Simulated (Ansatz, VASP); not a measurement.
**One calculation of SiC, two programs**

The input INCAR:

```
SYSTEM = SiC
PREC = Accurate
ENCUT = 520
EDIFF = 1E-7
ISMEAR = 0
SIGMA = 0.05
LREAL = .False.
LASPH = .True.
NELM = 60
ALGO = Normal
ISIF = 2
LWAVE = .False.
LCHARG = .False.
GGA = PS
NBANDS = 11
```

File KPOINTS:

```
regular mesh
0
Gamma
  10 10 10
  0 0 0
```

Contents of POSCAR:

```
SiC
1.0
    0.0000000000      2.1805638148      2.1805638148
    2.1805638148      0.0000000000      2.1805638148
    2.1805638148      2.1805638148      0.0000000000
Si C
1 1
Direct
    0.0000000000      0.0000000000      0.0000000000
    0.7500000000      0.7500000000      0.7500000000
```

Input for Ansatz:

```yaml
crystal:
  lattice:
    - [0.0, 2.1805638148, 2.1805638148]
    - [2.1805638148, 0.0, 2.1805638148]
    - [2.1805638148, 2.1805638148, 0.0]
  atoms:
    - { symbol: Si, position: [0.0, 0.0, 0.0] }
    - { symbol: C, position: [0.75, 0.75, 0.75] }
basis:
  ecutwfc: 420
  ecutrho_ratio: 4
kpoints:
  mp_grid: { grid: [10, 10, 10] }
hamiltonian:
  xc: pbesol
scf:
  occupations: { method: gaussian, width: 0.05 }
output:
  forces: true
  stress: true
  eigenvalues: true
```

Alike in both runs: task single point; functional PBEsol; k mesh 10 × 10 × 10; occupations gaussian, width 0.05 eV; no spin polarisation.

|  | VASP | Ansatz |
| --- | --- | --- |
| version | VASP 6.6.1 | Ansatz 0.2.0 |
| potentials or method | VASP PAW PBE potentials, release 64 (Si, C), cutoff 520 eV | scalar-relativistic, plane waves, PAW |
| valence electrons in the cell | 8 | 8 |

Ansatz gave:

```
gap on the k mesh at the Fermi level (eV) : 1.25
least direct gap on the mesh (eV)         : 4.45
pressure (GPa)                            : -0.7
```

Question: What did VASP give for the same quantities?

Answer: gap on the k mesh at the Fermi level (eV): 1.24; least direct gap on the mesh (eV): 4.44; pressure (GPa): -0.3.

VASP's potentials were made for PBE, not for PBEsol. With one functional, cell and mesh, what is left measures potentials, basis and numerics.
